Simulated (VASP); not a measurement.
Here is a VASP 6.6.1 calculation.

Contents of INCAR:

```
SYSTEM = HfN
PREC = Accurate ; ENCUT = 520
EDIFF = 1E-6 ; ISMEAR = 0
SIGMA = 0.15 ; LREAL = .False.
LASPH = .True. ; NELM = 80
ALGO = Normal ; ISIF = 2
LWAVE = .False. ; LCHARG = .False.
GGA = PE ; NBANDS = 14
```

The input KPOINTS:

```
Automatic mesh
0
Gamma
  22 22 22
  0 0 0
```

POSCAR

```
HfN
1.0
    0.0000000000      2.2056796650      2.2056796650
    2.2738965619     -0.0682168969      2.2738965619
    2.2738965619      2.2738965619     -0.0682168969
Hf N
1 1
Direct
    0.0000000000      0.0000000000      0.0000000000
    0.5000000000      0.5000000000      0.5000000000
```

Potentials or basis: VASP PAW PBE potentials, release 64 (Hf_pv, N).

Run with:

```bash
$ cat potpaw_PBE.64/Hf_pv/POTCAR potpaw_PBE.64/N/POTCAR > POTCAR
$ mpirun -np 1 vasp_std > vasp.out
```

(1) Predict the band gap on the k mesh.

(2) Estimate the pressure.

Answers

(1) zero (an odd number of electrons rules out a gap without spin polarisation).

(2) -2.0 GPa.

Caveat: the cell differs from its parent crystal (strain -0.0600 x Voigt [0, 0, 0, 1, 0, 0]); spin-orbit coupling is left out, which moves the levels of the heavy elements.
